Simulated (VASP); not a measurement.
# C in VASP: further runs

C is run at these levels: r2SCAN; tasks: single point.

Everything below comes from runs of VASP 6.6.1. Logs are shortened: lines on timing, memory, paths and dates and some standing lists are left out, and cuts for length are marked.

**1. The cell of the first run**

The cell holds a slab with vacuum, 16 atoms: a = 2.456 Å, b = 2.456 Å, c = 49.142 Å, α = 90.00°, β = 90.00°, γ = 120.00°.

**2. Single point, r2SCAN**

Contents of POSCAR:

```
C
1.0
    2.4558472513      0.0000000000      0.0000000000
   -1.2279236257      2.1268261075      0.0000000000
    0.0000000000      0.0000000000     49.1424379057
C
16
Direct
    0.6666666667      0.3333333333      0.1526175810
    0.3333333333      0.6666666667      0.1526191323
    0.6666666667      0.3333333333      0.2244316482
    0.0000000000      0.0000000000      0.2244300970
    0.3333333333      0.6666666667      0.2960342595
    0.6666666667      0.3333333333      0.2960306978
    0.6666666667      0.3333333333      0.4641969135
    0.3333333333      0.6666666667      0.4642004752
    0.3333333333      0.6666666667      0.5357995248
    0.0000000000      0.0000000000      0.5358010761
    0.6666666667      0.3333333333      0.6076120407
    0.3333333333      0.6666666667      0.6076135920
    0.0000000000      0.0000000000      0.6792162033
    0.3333333333      0.6666666667      0.6792126416
    0.3333333333      0.6666666667      0.8473788572
    0.0000000000      0.0000000000      0.8473824190
```

Contents of INCAR.step1:

```
SYSTEM = C
ALGO = Normal ; DIPOL = 0.5 0.5 0.476
EDIFF = 1E-4 ; ENCUT = 520
GGA = PE ; IDIPOL = 3
ISMEAR = 0 ; LASPH = .TRUE.
LCHARG = .FALSE. ; LDIPOL = .TRUE.
LREAL = Auto ; LWAVE = .TRUE.
NBANDS = 46 ; NELM = 100
PREC = Accurate ; SIGMA = 0.1
```

Contents of INCAR.step2:

```
SYSTEM = C
ALGO = Normal ; DIPOL = 0.5 0.5 0.476
EDIFF = 1E-7 ; ENCUT = 520
IDIPOL = 3 ; ISIF = 2
ISMEAR = 0 ; ISTART = 1
LASPH = .TRUE. ; LCHARG = .TRUE.
LDIPOL = .TRUE. ; LELF = .TRUE.
LMIXTAU = .TRUE. ; LREAL = Auto
LVACPOTAV = .TRUE. ; LVHAR = .TRUE.
LWAVE = .FALSE. ; METAGGA = R2SCAN
NBANDS = 46 ; NELM = 100
PREC = Accurate ; SIGMA = 0.1
```

Contents of KPOINTS:

```
k-points
0
G
  2 2 1
  0 0 0
```

Potentials or basis: VASP PAW PBE potentials, release 64 (C).

Command:

```bash
$ cat potpaw_PBE.64/C/POTCAR > POTCAR
$ cp INCAR.step1 INCAR
$ mpirun -np 1 vasp_std > vasp.out
$ cp INCAR.step2 INCAR
$ mpirun -np 1 vasp_std > vasp.out
```

OUTCAR:

```text
SYSTEM = C
   EDIFF = 1E-7
   ENCUT = 520
   ISIF = 2
   ISMEAR = 0
   ISTART = 1
   LASPH = .TRUE.
   LREAL = Auto
   METAGGA = R2SCAN
   NELM = 100
   PREC = Accurate

 ion  position               nearest neighbor table
   1  0.667  0.333  0.153-   2 1.42   2 1.42   2 1.42
   2  0.333  0.667  0.153-   1 1.42   1 1.42   1 1.42
   3  0.667  0.333  0.224-   4 1.42   4 1.42   4 1.42
   4  0.000  0.000  0.224-   3 1.42   3 1.42   3 1.42
   5  0.333  0.667  0.296-   6 1.42   6 1.42   6 1.42
   6  0.667  0.333  0.296-   5 1.42   5 1.42   5 1.42
[... 8 lines left out ...]
  15  0.333  0.667  0.847-  16 1.42  16 1.42  16 1.42
  16  0.000  0.000  0.847-  15 1.42  15 1.42  15 1.42

  LATTYP: Found a hexagonal cell.
 ALAT       =     2.4558472513
 C/A-ratio  =    20.0103804826

  Lattice vectors:

 A1 = (   2.4558472513,   0.0000000000,   0.0000000000)
 A2 = (  -1.2279236257,   2.1268261075,   0.0000000000)
 A3 = (   0.0000000000,   0.0000000000,  49.1424379057)

Analysis of symmetry for initial positions (statically):
=====================================================================
 Subroutine PRICEL returns:
 Original cell was already a primitive cell.

 Routine SETGRP: Setting up the symmetry group for a
 hexagonal supercell.

 Subroutine GETGRP returns: Found  6 space group operations
 (whereof  6 operations were pure point group operations)
 out of a pool of 24 trial point group operations.

The static configuration has the point symmetry C_3v.

Analysis of symmetry for dynamics (positions and initial velocities):
=====================================================================
 Subroutine PRICEL returns:
 Original cell was already a primitive cell.

 Routine SETGRP: Setting up the symmetry group for a
 hexagonal supercell.

 Subroutine GETGRP returns: Found  6 space group operations
 (whereof  6 operations were pure point group operations)
 out of a pool of 24 trial point group operations.

The dynamic configuration has the point symmetry C_3v.

 Subroutine INISYM returns: Found  6 space group operations
 (whereof  6 operations are pure point group operations),
 and found     1 'primitive' translations

----------------------------------------------------------------------------------------

                                     Primitive cell

[... 109 lines left out ...]
   EFERMI =   0.00;   METHOD = LEGACY
   ISMEAR =     0;   SIGMA  =   0.10  broadening in eV -4-tet -1-fermi 0-gaus
   EFERMI_NEDOS =   21; number of points for ismear=-14 and -15
   IALGO  =     38    algorithm
   IMIX   =      4    mixing-type and parameters
     AMIX     =   0.40;   BMIX     =  1.00
     AMIX_MAG =   1.60;   BMIX_MAG =  1.00
  volume/ion in A,a.u.               =      16.04       108.26
  Fermi-wavevector in a.u.,A,eV,Ry     =   1.030398  1.947169 14.445565  1.061719
  Thomas-Fermi vector in A             =   2.164494
   LORBIT       =      0    0 simple, 1 ext, 2 COOP (PROOUT), +10 PAW based schemes
   METAGGA = R2SCAN    functional components
   LHFCALC =     F    Hartree Fock is set to
   AEXX    =    0.0000 exact exchange contribution
   IVDW    =     0    specifies the selected vdW correction
   LEPSILON=     F    determine dielectric tensor
   LRPA    =     F    only Hartree local field effects (RPA)
 non-spin polarized calculation
 Gauss-broadening in eV      SIGMA  =   0.10
  energy-cutoff  :      520.00
  volume of cell :      256.68
 maximum number of plane-waves:      6945
   NGX =  9   NGY =  9   NGZ =183

 dipolmoment           0.000000      0.000000     -0.000092 electrons x Angstroem

 number of electron      63.9999980 magnetization

 dipolmoment           0.000000      0.000000      0.000046 electrons x Angstroem

 Free energy of the ion-electron system (eV)
  ---------------------------------------------------
  ext. energy  EPLUGINS =         0.00000000
  ---------------------------------------------------
  free energy    TOTEN  =      -140.92971496 eV

  energy without entropy =     -140.92971496  energy(sigma->0) =     -140.92971496

 E-fermi :  -0.9187     XC(G=0):  -6.4392

 val. band max:       -1.3994772700   @ k =   0.5000  -0.0000   0.0000
 cond. band min:       2.5276852392   @ k =   0.5000  -0.0000   0.0000
 fundamental gap:      3.9271625092
 Fermi energy:        -0.9186533237

 k-point     1 :       0.0000    0.0000    0.0000
  band No.  band energies     occupation
      1     -19.9297      2.00000
      2     -19.9219      2.00000
      3     -19.8845      2.00000
      4     -19.8653      2.00000
      5     -19.8550      2.00000
      6     -19.8188      2.00000
[... 36 lines left out ...]
     43       7.2485      0.00000
     44       8.2367      0.00000

 k-point     2 :       0.5000   -0.0000    0.0000
  band No.  band energies     occupation
      1     -14.3371      2.00000
      2     -14.3351      2.00000
      3     -14.3211      2.00000
      4     -14.3207      2.00000
      5     -14.3111      2.00000
      6     -14.2958      2.00000
[... 36 lines left out ...]
     43       8.6734      0.00000
     44       8.7132      0.00000
 [bands above 44 left out]

------------------------ aborting loop because EDIFF is reached ----------------------------------------

  FORCE on cell =-STRESS in cart. coord.  units (eV):
  Direction    XX          YY          ZZ          XY          YZ          ZX
  --------------------------------------------------------------------------------------
  -------------------------------------------------------------------------------------
  Total       19.8602338     19.8602338     -2.2032801     -0.0000000      0.0000000     -0.0000000
  in kB      123.9666619    123.9666619    -13.7527728     -0.0000000      0.0000000     -0.0000000
  external PRESSURE =      78.0601837 kB  Pullay stress =       0.0000000 kB

 VOLUME and BASIS-vectors are now :
 -----------------------------------------------------------------------------
  energy-cutoff  :      520.00
  volume of cell :      256.68
      direct lattice vectors                 reciprocal lattice vectors
     2.455847251  0.000000000  0.000000000     0.407191449  0.235092093  0.000000000
    -1.227923626  2.126826107  0.000000000     0.000000000  0.470184185  0.000000000
     0.000000000  0.000000000 49.142437906     0.000000000  0.000000000  0.020349011

 POSITION                                       TOTAL-FORCE (eV/Angst)
 -----------------------------------------------------------------------------------
      1.22792      0.70894      7.50000        -0.000000     -0.000000      0.056518
     -0.00000      1.41788      7.50008        -0.000000     -0.000000      0.061776
      1.22792      0.70894     11.02912        -0.000000     -0.000000     -0.000701
      0.00000      0.00000     11.02904        -0.000000      0.000000      0.001808
     -0.00000      1.41788     14.54785         0.000000      0.000000     -0.061369
      1.22792      0.70894     14.54767         0.000000     -0.000000     -0.045861
[... 8 lines left out ...]
     -0.00000      1.41788     41.64226        -0.000000      0.000000      0.004349
      0.00000      0.00000     41.64244        -0.000000     -0.000000     -0.002499
 -----------------------------------------------------------------------------------
    total drift:                               -0.000000      0.000000     -0.003899

  FREE ENERGIE OF THE ION-ELECTRON SYSTEM (eV)
  ---------------------------------------------------
  free  energy   TOTEN  =      -140.9297149607 eV

  energy  without entropy=     -140.9297149607  energy(sigma->0) =     -140.92971496

 vacuum level on the upper side and lower side of the slab         4.788         4.786
```

OUTCAR.step1:

```text
SYSTEM = C
   EDIFF = 1E-4
   ENCUT = 520
   GGA = PE
   ISMEAR = 0
   LASPH = .TRUE.
   LREAL = Auto
   NELM = 100
   PREC = Accurate

 ion  position               nearest neighbor table
[... 349 lines left out ...]
     -0.00000      1.41788     41.64226         0.000000     -0.000000      0.003572
      0.00000      0.00000     41.64244        -0.000000      0.000000     -0.003045
 -----------------------------------------------------------------------------------
    total drift:                                0.000000      0.000000     -0.001808

  FREE ENERGIE OF THE ION-ELECTRON SYSTEM (eV)
  ---------------------------------------------------
  free  energy   TOTEN  =      -130.6409603705 eV

  energy  without entropy=     -130.6409603705  energy(sigma->0) =     -130.64096037

 vacuum level on the upper side and lower side of the slab         4.030         3.980
```

Wall time 2.3 min (1 thread of AMD EPYC 9R45 (Zen 5), shared host); peak memory 0.34 GiB.

What came out:

```yaml
Free_energy: -140.9297 eV
Largest_force: 0.075 eV/Å
```

Forces on the atoms (eV/Å):
```
C    0.000  0.000  0.057
C    0.000  0.000  0.062
C    0.000  0.000 -0.001
C    0.000  0.000  0.002
C    0.000  0.000 -0.061
C    0.000  0.000 -0.046
C    0.000  0.000  0.075
C    0.000  0.000  0.059
C    0.000  0.000 -0.006
C    0.000  0.000 -0.009
C    0.000  0.000 -0.001
C    0.000  0.000 -0.005
C    0.000  0.000 -0.073
C    0.000  0.000 -0.054
C    0.000  0.000  0.004
C    0.000  0.000 -0.002
```

Caveat: the k points lie up to 1.48 Å⁻¹ apart, too coarse for converged energies, forces and pressures; the PAW data sets were made with another functional, which shifts forces and pressure a little.

**3. Single point, r2SCAN**

This run uses another cell than the first one.

Contents of POSCAR:

```
C
1.0
    2.4558472513      0.0000000000      0.0000000000
   -1.2279236257      2.1268261075      0.0000000000
    0.0000000000      0.0000000000     42.1424379057
C
16
Direct
    0.6666666667      0.3333333333      0.0949161985
    0.3333333333      0.6666666667      0.0949180074
    0.6666666667      0.3333333333      0.1786588226
    0.0000000000      0.0000000000      0.1786570136
    0.3333333333      0.6666666667      0.2621548673
    0.6666666667      0.3333333333      0.2621507140
    0.6666666667      0.3333333333      0.4582499010
    0.3333333333      0.6666666667      0.4582540543
    0.3333333333      0.6666666667      0.5417459457
    0.0000000000      0.0000000000      0.5417477546
    0.6666666667      0.3333333333      0.6254867609
    0.3333333333      0.6666666667      0.6254885698
    0.0000000000      0.0000000000      0.7089846145
    0.3333333333      0.6666666667      0.7089804612
    0.3333333333      0.6666666667      0.9050796482
    0.0000000000      0.0000000000      0.9050838015
```

Contents of INCAR.step1:

```
PREC = Accurate ; ENCUT = 520
ISMEAR = 0 ; SIGMA = 0.1
LREAL = Auto ; LASPH = T
NELM = 60 ; NBANDS = 46
GGA = PE ; ALGO = Normal
EDIFF = 1E-4 ; LWAVE = T
LCHARG = F
```

Contents of INCAR.step2:

```
PREC = Accurate ; ENCUT = 520
EDIFF = 1E-7 ; ISMEAR = 0
SIGMA = 0.1 ; LREAL = Auto
LASPH = T ; NELM = 60
ALGO = Normal ; ISIF = 2
LWAVE = F ; LCHARG = F
METAGGA = R2SCAN ; LMIXTAU = T
NBANDS = 46 ; ISTART = 1
```

Contents of KPOINTS:

```
regular mesh
0
Gamma
  15 15 1
```

Potentials or basis: VASP PAW PBE potentials, release 64 (C).

Command:

```bash
$ cat potpaw_PBE.64/C/POTCAR > POTCAR
$ cp INCAR.step1 INCAR
$ mpirun -np 1 vasp_std > vasp.out
$ cp INCAR.step2 INCAR
$ mpirun -np 1 vasp_std > vasp.out
```

It took 34 min on 1 thread of AMD EPYC 9R45 (Zen 5), shared host; peak memory 0.4 GiB.

It converged, with:

* Free energy: -158.9012 eV
* Largest force: 0.008 eV/Å
* Band gap on the k mesh: zero (filled and empty bands touch)

Forces on the atoms (eV/Å):
```
C    0.000  0.000  0.002
C    0.000  0.000 -0.006
C    0.000  0.000  0.005
C    0.000  0.000  0.007
C    0.000  0.000  0.001
C    0.000  0.000  0.001
C    0.000  0.000  0.001
C    0.000  0.000  0.003
C    0.000  0.000 -0.008
C    0.000  0.000 -0.006
C    0.000  0.000  0.003
C    0.000  0.000  0.006
C    0.000  0.000 -0.002
C    0.000  0.000 -0.004
C    0.000  0.000  0.001
C    0.000  0.000 -0.005
```

Levels at points of the mesh, in eV from the Fermi level:
| k point | band 29 | band 30 | band 31 | band 32 | band 33 | band 34 | band 35 | band 36 |
| --- | --- | --- | --- | --- | --- | --- | --- | --- |
| (0.00, 0.00, 0.00) | -3.21 | -3.21 | -3.20 | -3.20 | 3.44 | 3.62 | 3.76 | 4.31 |

Caveat: there is no dipole correction, which matters where the two faces differ; the PAW data sets were made with another functional, which shifts forces and pressure a little.
